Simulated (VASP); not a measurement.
# Na3Sb2 (R-3m) in VASP: notebook

The runs below take Na3Sb2 through single point, relaxation of cell and atoms, with PBE.

Everything below comes from runs of VASP 6.6.1. Logs are shortened: lines on timing, memory, paths and dates and some standing lists are left out, and cuts for length are marked.

**1. The cell of the first run**

It takes space group R-3m (No. 166, trigonal). The conventional cell has a = 3.905 Å, b = 3.905 Å, c = 27.154 Å, α = 90.00°, β = 90.00°, γ = 120.00°. Within 4.1 Å of Na (site symmetry -3m) lie 6 Sb at 2.89 Å and 12 Na at 3.91 to 4.05 Å. Within 3.6 Å of Na (site symmetry 3m) lie 3 Sb at 2.74 Å and 3 Na at 3.24 Å. Within 3.6 Å of Sb (site symmetry 3m) lie 6 Na at 2.74 to 2.89 Å.

**2. Single point, PBE**

The input, INCAR:

```
SYSTEM = Na3Sb2
ALGO     = Fast           ! electronic algorithm
EDIFF    = 1E-6           ! SCF threshold, eV
ENCUT    = 520            ! plane-wave cutoff, eV
GGA      = PE             ! functional
ISIF     = 2              ! what is computed and relaxed
ISMEAR   = 0              ! smearing method
LASPH    = .True.         ! aspherical terms in the spheres
LCHARG   = .False.        ! write CHGCAR
LREAL    = .False.        ! projectors in reciprocal space
LWAVE    = .False.        ! write WAVECAR
NBANDS   = 24             ! bands
NELM     = 60             ! most SCF steps
PREC     = Accurate       ! precision mode
SIGMA    = 0.1            ! smearing width, eV
```

The input, KPOINTS:

```
k-points
0
Gamma
  6 6 6
  0 0 0
```

The input, POSCAR:

```
Na3Sb2
1.0
    1.9526375973      1.1273558424      9.0514657496
   -1.9526375973      1.1273558424      9.0514657496
    0.0000000000     -2.2547116848      9.0514657496
Na Sb
3 2
Direct
    0.0000000000      0.0000000000      0.0000000000
    0.2095000000      0.2095000000      0.2095000000
    0.7905000000      0.7905000000      0.7905000000
    0.4000000000      0.4000000000      0.4000000000
    0.6000000000      0.6000000000      0.6000000000
```

Potentials or basis: VASP PAW PBE potentials, release 64 (Na_pv, Sb).

Launch:

```bash
$ cat potpaw_PBE.64/Na_pv/POTCAR potpaw_PBE.64/Sb/POTCAR > POTCAR
$ mpirun -np 1 vasp_std > vasp.out
```

OUTCAR:

```text
SYSTEM = Na3Sb2
   EDIFF = 1E-6
   ENCUT = 520
   GGA = PE
   ISIF = 2
   ISMEAR = 0
   LASPH = .True.
   LREAL = .False.
   NELM = 60
   PREC = Accurate

 ion  position               nearest neighbor table
   1  0.000  0.000  0.000-   5 2.89   4 2.89   5 2.89   5 2.89   4 2.89   4 2.89
   2  0.209  0.209  0.209-   5 2.74   5 2.74   5 2.74
   3  0.791  0.791  0.791-   4 2.74   4 2.74   4 2.74
   4  0.400  0.400  0.400-   3 2.74   3 2.74   3 2.74   1 2.89   1 2.89   1 2.89
   5  0.600  0.600  0.600-   2 2.74   2 2.74   2 2.74   1 2.89   1 2.89   1 2.89

  LATTYP: Found a trigonal (rhomboedric) cell.
 ALAT       =     9.3280628749
 COS(alpha) =     0.9123624232

  Lattice vectors:

 A1 = (   1.9526375973,   1.1273558424,   9.0514657496)
 A2 = (  -1.9526375973,   1.1273558424,   9.0514657496)
 A3 = (   0.0000000000,  -2.2547116848,   9.0514657496)

Analysis of symmetry for initial positions (statically):
=====================================================================
 Subroutine PRICEL returns:
 Original cell was already a primitive cell.

 Routine SETGRP: Setting up the symmetry group for a
 trigonal (rhombohedral) supercell.

 Subroutine GETGRP returns: Found 12 space group operations
 (whereof 12 operations were pure point group operations)
 out of a pool of 12 trial point group operations.

The static configuration has the point symmetry D_3d.

Analysis of symmetry for dynamics (positions and initial velocities):
=====================================================================
 Subroutine PRICEL returns:
 Original cell was already a primitive cell.

 Routine SETGRP: Setting up the symmetry group for a
 trigonal (rhombohedral) supercell.

 Subroutine GETGRP returns: Found 12 space group operations
 (whereof 12 operations were pure point group operations)
 out of a pool of 12 trial point group operations.

The dynamic configuration has the point symmetry D_3d.

 Subroutine INISYM returns: Found 12 space group operations
 (whereof 12 operations are pure point group operations),
 and found     1 'primitive' translations

----------------------------------------------------------------------------------------

                                     Primitive cell

  volume of cell :     119.5509

  direct lattice vectors                    reciprocal lattice vectors
[... 89 lines left out ...]
   LSORBIT =      F    spin-orbit coupling
   LASPH  =      T    aspherical Exc in radial PAW
   ENCUT  =  520.0 eV  38.22 Ry    6.18 a.u.  17.34 17.34 17.34*2*pi/ulx,y,z
   NELM   =     60;   NELMIN=  2; NELMDL= -5     # of ELM steps
   EDIFF  = 0.1E-05   stopping-criterion for ELM
   LREAL  =      F    real-space projection
   EDIFFG = 0.1E-04   stopping-criterion for IOM
   NSW    =      0    number of steps for IOM
   IBRION =     -1    ionic relax: 0-MD 1-quasi-New 2-CG
   NFREE  =      0    steps in history (QN), initial steepest desc. (CG)
   ISIF   =      2    stress and relaxation
   ISYM   =      2    0-nonsym 1-usesym 2-fastsym
   POTIM  = 0.5000    time-step for ionic-motion
   TEBEG  =    0.0;   TEEND  =   0.0 temperature during run
   PSTRESS=    0.0 pullay stress
   NELECT =      31.0000    total number of electrons
   NUPDOWN=      -1.0000    fix difference up-down
   EMIN   =  10.00;   EMAX   =-10.00  energy-range for DOS
   EFERMI =   0.00;   METHOD = LEGACY
   ISMEAR =     0;   SIGMA  =   0.10  broadening in eV -4-tet -1-fermi 0-gaus
   EFERMI_NEDOS =   21; number of points for ismear=-14 and -15
   IALGO  =     68    algorithm
   IMIX   =      4    mixing-type and parameters
     AMIX     =   0.40;   BMIX     =  1.00
     AMIX_MAG =   1.60;   BMIX_MAG =  1.00
  volume/ion in A,a.u.               =      23.91       161.35
  Fermi-wavevector in a.u.,A,eV,Ry     =   1.043945  1.972771 14.827929  1.089822
  Thomas-Fermi vector in A             =   2.178677
   LORBIT       =      0    0 simple, 1 ext, 2 COOP (PROOUT), +10 PAW based schemes
   GGA     = PE    functional components
   LHFCALC =     F    Hartree Fock is set to
   AEXX    =    0.0000 exact exchange contribution
   IVDW    =     0    specifies the selected vdW correction
   LEPSILON=     F    determine dielectric tensor
   LRPA    =     F    only Hartree local field effects (RPA)
 non-spin polarized calculation
 RMM-DIIS sequential band-by-band and
 Gauss-broadening in eV      SIGMA  =   0.10
  energy-cutoff  :      520.00
  volume of cell :      119.55
 maximum number of plane-waves:      3242
 NGX is ok and might be reduce to    70
   NGX = 35   NGY = 35   NGZ = 35

 number of electron      31.0000016 magnetization

 Free energy of the ion-electron system (eV)
  ---------------------------------------------------
  ext. energy  EPLUGINS =         0.00000000
  ---------------------------------------------------
  free energy    TOTEN  =       -10.77806947 eV

  energy without entropy =      -10.76521107  energy(sigma->0) =      -10.77164027

 E-fermi :   4.2305     XC(G=0):  -8.9009

 val. band max:        4.2076937340   @ k =   0.1667  -0.0000  -0.0000
 cond. band min:       4.3607365124   @ k =   0.1667  -0.0000  -0.0000
 fundamental gap:      0.1530427784
 Fermi energy:         4.2305287235

 k-point     1 :       0.0000    0.0000    0.0000
  band No.  band energies     occupation
      1     -20.0447      2.00000
      2     -19.9923      2.00000
      3     -19.9613      2.00000
      4     -19.9613      2.00000
      5     -19.9429      2.00000
      6     -19.9429      2.00000
[... 637 lines left out ...]
     23      11.1210      0.00000
     24      11.3517      0.00000

 [... further k-points ...]
[... 5 lines left out ...]
  --------------------------------------------------------------------------------------
  -------------------------------------------------------------------------------------
  Total        6.8598753      6.8598753     11.5830176      0.0000000      0.0000000      0.0000000
  in kB       91.9335382     91.9335382    155.2313626      0.0000000      0.0000000      0.0000000
  external PRESSURE =     113.0328130 kB  Pullay stress =       0.0000000 kB

 VOLUME and BASIS-vectors are now :
 -----------------------------------------------------------------------------
  energy-cutoff  :      520.00
  volume of cell :      119.55
      direct lattice vectors                 reciprocal lattice vectors
     1.952637597  1.127355842  9.051465750     0.256063901  0.147838562  0.036826448
    -1.952637597  1.127355842  9.051465750    -0.256063901  0.147838562  0.036826448
     0.000000000 -2.254711685  9.051465750     0.000000000 -0.295677124  0.036826448

 POSITION                                       TOTAL-FORCE (eV/Angst)
 -----------------------------------------------------------------------------------
      0.00000      0.00000      0.00000         0.000000     -0.000000      0.000000
      0.00000      0.00000      5.68885         0.000000     -0.000000     -1.463278
      0.00000      0.00000     21.46555         0.000000      0.000000      1.463278
      0.00000      0.00000     10.86176         0.000000     -0.000000     -0.136429
      0.00000      0.00000     16.29264         0.000000     -0.000000      0.136429
 -----------------------------------------------------------------------------------
    total drift:                               -0.000000      0.000000      0.000000

  FREE ENERGIE OF THE ION-ELECTRON SYSTEM (eV)
  ---------------------------------------------------
  free  energy   TOTEN  =       -10.7780694690 eV

  energy  without entropy=      -10.7652110683  energy(sigma->0) =      -10.77164027
```

OSZICAR:

```text
N       E                     dE             d eps       ncg     rms          rms(c)
DAV:   1     0.264467921387E+03    0.26447E+03   -0.14564E+04  1560   0.127E+03
DAV:   2     0.573638164956E+01   -0.25873E+03   -0.24893E+03  1680   0.355E+02
DAV:   3    -0.107662156367E+02   -0.16503E+02   -0.16182E+02  1912   0.101E+02
DAV:   4    -0.111081152811E+02   -0.34190E+00   -0.34163E+00  1776   0.151E+01
DAV:   5    -0.111185311764E+02   -0.10416E-01   -0.10416E-01  2104   0.269E+00    0.293E+00
RMM:   6    -0.108606667079E+02    0.25786E+00   -0.10275E-01  1760   0.138E+00    0.173E+00
RMM:   7    -0.107796982283E+02    0.80968E-01   -0.15967E-01  1912   0.181E+00    0.453E-01
RMM:   8    -0.107781211880E+02    0.15770E-02   -0.17748E-02  1824   0.950E-01    0.961E-02
RMM:   9    -0.107780078681E+02    0.11332E-03   -0.49796E-03  2101   0.506E-01    0.634E-02
RMM:  10    -0.107780717637E+02   -0.63896E-04   -0.17677E-03  2293   0.300E-01    0.338E-02
RMM:  11    -0.107780747722E+02   -0.30085E-05   -0.18973E-04  2391   0.941E-02    0.145E-02
RMM:  12    -0.107780691011E+02    0.56711E-05   -0.27246E-05  2072   0.420E-02    0.268E-03
RMM:  13    -0.107780694690E+02   -0.36785E-06   -0.55196E-06  1859   0.193E-02
   1 F= -.10778069E+02 E0= -.10771640E+02  d E =-.128584E-01
```

stdout:

```text
POSCAR found type information on POSCAR NaSb
 POSCAR found :  2 types and       5 ions
 scaLAPACK will be used
 LDA part: xc-table for (Slater+PW92), standard interpolation
 POSCAR, INCAR and KPOINTS ok, starting setup
 FFT: planning ... GRIDC
 FFT: planning ... GRID_SOFT
 FFT: planning ... GRID
 WAVECAR not read
 entering main loop
```

Wall time 3.6 min (1 thread of Intel Xeon 6975P-C (Granite Rapids), shared host); peak memory 0.72 GiB.

What came out:

* Free energy: -10.7781 eV
* Pressure: 11.3 GPa
* Largest force: 1.463 eV/Å
* Band gap on the k mesh: zero (an odd number of electrons rules out a gap without spin polarisation)

Forces on the atoms (eV/Å):
```
Na   0.000  0.000  0.000
Na   0.000  0.000 -1.463
Na   0.000  0.000  1.463
Sb   0.000  0.000 -0.136
Sb   0.000  0.000  0.136
```

Levels at points of the mesh, in eV from the Fermi level:
```csv
k point,band 11,band 12,band 13,band 14,band 15,band 16,band 17,band 18,band 19,band 20
"(0.00, 0.00, 0.00)",-9.37,-3.71,-0.79,0.82,1.68,1.68,1.95,1.95,5.97,6.30
"(0.50, 0.00, 0.00)",-8.16,-3.60,-3.22,-1.39,-0.29,0.27,0.59,1.82,2.92,4.43
"(0.50, 0.50, 0.00)",-8.20,-3.51,-3.33,-0.92,-0.90,0.24,0.63,1.96,3.46,3.92
"(0.50, 0.50, 0.50)",-9.45,-2.93,-2.44,1.65,1.65,2.00,2.00,2.62,5.52,5.85
```

Caveat: the stress differs along the axes, from 9 to 16 GPa; spin-orbit coupling is left out, which moves the levels of the heavy elements; forces of over 1 eV/Å act on the atoms, so gaps and moduli don't describe the material at rest.

**3. Single point, PBE**

This run uses another cell than the first one, of 29.36 Å³/atom.

The input, INCAR:

```
SYSTEM = Na3Sb2
PREC     = Accurate       ! precision mode
ENCUT    = 520            ! plane-wave cutoff, eV
EDIFF    = 1E-6           ! SCF threshold, eV
ISMEAR   = 0              ! smearing method
SIGMA    = 0.1            ! smearing width, eV
LREAL    = .False.        ! projectors in reciprocal space
LASPH    = .True.         ! aspherical terms in the spheres
NELM     = 80             ! most SCF steps
ALGO     = Fast           ! electronic algorithm
ISIF     = 2              ! what is computed and relaxed
LWAVE    = .False.        ! write WAVECAR
LCHARG   = .False.        ! write CHGCAR
GGA      = PE             ! functional
NBANDS   = 24             ! bands
```

The input, KPOINTS:

```
regular mesh
0
Gamma
  6 6 6
  0 0 0
```

The input, POSCAR:

```
Na3Sb2
1.0
    1.7858870499      1.0310823690     13.2863059502
   -1.7858870499      1.0310823690     13.2863059502
    0.0000000000     -2.0621647380     13.2863059502
Na Sb
3 2
Direct
    0.0000000000      0.0000000000      0.0000000000
    0.2081031172      0.2081031172      0.2081031172
    0.7918968828      0.7918968828      0.7918968828
    0.3968430859      0.3968430859      0.3968430859
    0.6031569141      0.6031569141      0.6031569141
```

Potentials or basis: VASP PAW PBE potentials, release 64 (Na_pv, Sb).

Launch:

```bash
$ cat potpaw_PBE.64/Na_pv/POTCAR potpaw_PBE.64/Sb/POTCAR > POTCAR
$ mpirun -np 1 vasp_std > vasp.out
```

It took 13 min on 1 thread of Intel Xeon 6975P-C (Granite Rapids), shared host; peak memory 1.8 GiB.

The run converged. Its results:

```
Free energy            : -12.8884 eV
Pressure               : 0.0 GPa
Largest force          : 0.033 eV/Å
Band gap on the k mesh : zero (an odd number of electrons rules out a gap without spin polarisation)
```

Forces in eV/Å, atoms in the order of the input:
```
Na   0.000  0.000  0.000
Na   0.000  0.000  0.023
Na   0.000  0.000 -0.023
Sb   0.000  0.000  0.033
Sb   0.000  0.000 -0.033
```

Stress tensor (GPa, compression positive):
```
-0.08  0.00  0.00
 0.00 -0.08  0.00
 0.00  0.00  0.07
```

Levels at points of the mesh, in eV from the Fermi level:
| k point | band 13 | band 14 | band 15 | band 16 | band 17 | band 18 |
| --- | --- | --- | --- | --- | --- | --- |
| (0.00, 0.00, 0.00) | -2.73 | -1.69 | 1.89 | 2.31 | 3.88 | 3.88 |
| (0.50, 0.00, 0.00) | -3.51 | -0.89 | -0.57 | 1.53 | 1.76 | 1.79 |
| (0.50, 0.50, 0.00) | -3.52 | -0.83 | -0.66 | 1.54 | 1.76 | 1.80 |
| (0.50, 0.50, 0.50) | -3.17 | -1.13 | 0.68 | 3.88 | 3.88 | 3.93 |

Caveat: spin-orbit coupling is left out, which moves the levels of the heavy elements.

**4. Relaxation of cell and atoms, PBE**

The input, INCAR:

```
ALGO = Normal
EDIFF = 1E-6
EDIFFG = -0.04
ENCUT = 600
GGA = PE
IBRION = 2
ISIF = 3
ISMEAR = 0
LASPH = True
LCHARG = False
LREAL = False
LWAVE = False
NELM = 80
NSW = 90
PREC = Accurate
SIGMA = 0.1
```

The input, KPOINTS:

```
k-points
0
Gamma
  6 6 6
```

The input, POSCAR:

```
Na3Sb2
1.0
    1.9526375973      1.1273558424      9.0514657496
   -1.9526375973      1.1273558424      9.0514657496
    0.0000000000     -2.2547116848      9.0514657496
Na Sb
3 2
Direct
    0.0000000000      0.0000000000      0.0000000000
    0.2095000000      0.2095000000      0.2095000000
    0.7905000000      0.7905000000      0.7905000000
    0.4000000000      0.4000000000      0.4000000000
    0.6000000000      0.6000000000      0.6000000000
```

Launch:

```bash
$ cat potpaw_PBE.64/Na_pv/POTCAR potpaw_PBE.64/Sb/POTCAR > POTCAR
$ mpirun -np 1 vasp_std > vasp.out
```

Wall time 46 min (1 thread of Intel Xeon 6975P-C (Granite Rapids), shared host); peak memory 1.1 GiB.

Results (log left out):

```
Free energy                           : -12.8730 eV
Relaxed volume                        : 29.30 Å³/atom
Relaxed cell                          : a = 13.400 Å, b = 13.400 Å, c = 13.400 Å, α = 15.33°, β = 15.33°, γ = 15.33°
Space group after relaxing (to 0.1 Å) : R-3m (No. 166)
Energy gained by relaxing             : 419.0 meV/atom
Ionic steps                           : 22
Pressure after relaxing               : -0.1 GPa
Largest force after relaxing          : 0.023 eV/Å
Band gap on the k mesh                : zero (an odd number of electrons rules out a gap without spin polarisation)
```

Forces on the atoms (eV/Å):
```
Na   0.000  0.000  0.000
Na   0.000  0.000  0.023
Na   0.000  0.000 -0.023
Sb   0.000  0.000 -0.004
Sb   0.000  0.000  0.004
```

Stress tensor (GPa, compression positive):
```
-0.11  0.00  0.00
 0.00 -0.11  0.00
 0.00  0.00  0.06
```

The path:
```tsv
step	energy change (eV)	largest force (eV/Å)	pressure (GPa)	volume (Å³)
1	0.0000	1.4633	11.28	119.55
2	-1.2663	0.2825	1.09	151.03
3	-1.2967	0.3840	-1.02	166.29
4	-1.3119	0.3562	-0.44	161.19
5	-1.3122	0.3508	-0.31	160.28
6	-1.4025	0.2608	-0.40	159.90
7	-1.6376	0.0754	-0.60	157.99
8	-1.8305	0.8106	-0.02	150.93
9	-1.9071	0.6796	-0.39	150.02
10	-1.9106	0.6582	-0.43	149.78
11	-1.9989	0.4749	-0.20	146.50
12	-2.0418	0.1737	0.76	139.62
13	-2.0518	0.1622	0.41	141.77
14	-2.0670	0.1571	-0.17	144.75
15	-2.0684	0.1768	-0.39	145.98
16	-2.0798	0.1448	-0.15	144.93
17	-2.0829	0.1233	0.05	144.10
18	-2.0886	0.0863	0.11	144.24
19	-2.0929	0.0313	0.21	144.47
20	-2.0931	0.0176	0.25	144.53
21	-2.0940	0.0248	-0.27	147.96
22	-2.0949	0.0226	-0.05	146.50
```

Final structure:
```
CELL_PARAMETERS angstrom
1.78726 1.03188 13.23986
-1.78726 1.03188 13.23986
0.00000 -2.06375 13.23986
ATOMIC_POSITIONS crystal
Na 0.00000 0.00000 0.00000
Na 0.20775 0.20775 0.20775
Na 0.79224 0.79224 0.79224
Sb 0.39728 0.39728 0.39728
Sb 0.60272 0.60272 0.60272
```

Levels at points of the mesh, in eV from the Fermi level:
| k point | band 12 | band 13 | band 14 | band 15 | band 16 | band 17 | band 18 | band 19 |
| --- | --- | --- | --- | --- | --- | --- | --- | --- |
| (0.00, 0.00, 0.00) | -3.70 | -2.72 | -1.69 | 1.96 | 2.31 | 3.87 | 3.91 | 3.91 |
| (0.50, 0.00, 0.00) | -3.58 | -3.50 | -0.90 | -0.57 | 1.51 | 1.75 | 1.79 | 1.79 |
| (0.50, 0.50, 0.00) | -3.57 | -3.51 | -0.83 | -0.66 | 1.52 | 1.75 | 1.79 | 1.99 |
| (0.50, 0.50, 0.50) | -3.51 | -3.18 | -1.12 | 0.71 | 3.87 | 3.87 | 3.92 | 3.92 |

Caveat: the volume moved by over 15 % at a fixed basis, so the end points are rough; spin-orbit coupling is left out, which moves the levels of the heavy elements.

**5. The runs side by side**

```tsv
task	cell	cutoff (eV)	gap on the mesh (eV)	pressure (GPa)	largest force (eV/Å)
single point	a = 9.328 Å, angles 24.2°, 5 atoms, atomic positions A	520	none	11.3	1.46
single point	a = 13.445 Å, angles 15.3°, 5 atoms, atomic positions B	520	none	0.0	0.03
relaxation of cell and atoms	relaxed from a = 9.328 Å, angles 24.2°, 5 atoms, atomic positions A	600	none	-0.1	0.02
```

Alike in all rows: level PBE; potentials or basis VASP PAW PBE potentials, release 64 (Na_pv, Sb); no spin polarisation; k mesh 6 × 6 × 6; smearing gaussian 0.1 eV.

Caveats: spin-orbit coupling is left out, which moves the levels of the heavy elements; the stress differs along the axes, from 9 to 16 GPa (at least some runs); forces of over 1 eV/Å act on the atoms, so gaps and moduli don't describe the material at rest (at least some runs); the volume moved by over 15 % at a fixed basis, so the end points are rough (at least some runs).

Total energies depend on the potentials used, so only differences within one code and one set of settings carry meaning.

The gap in the log of VASP goes by the Fermi energy; the results here count the filled bands.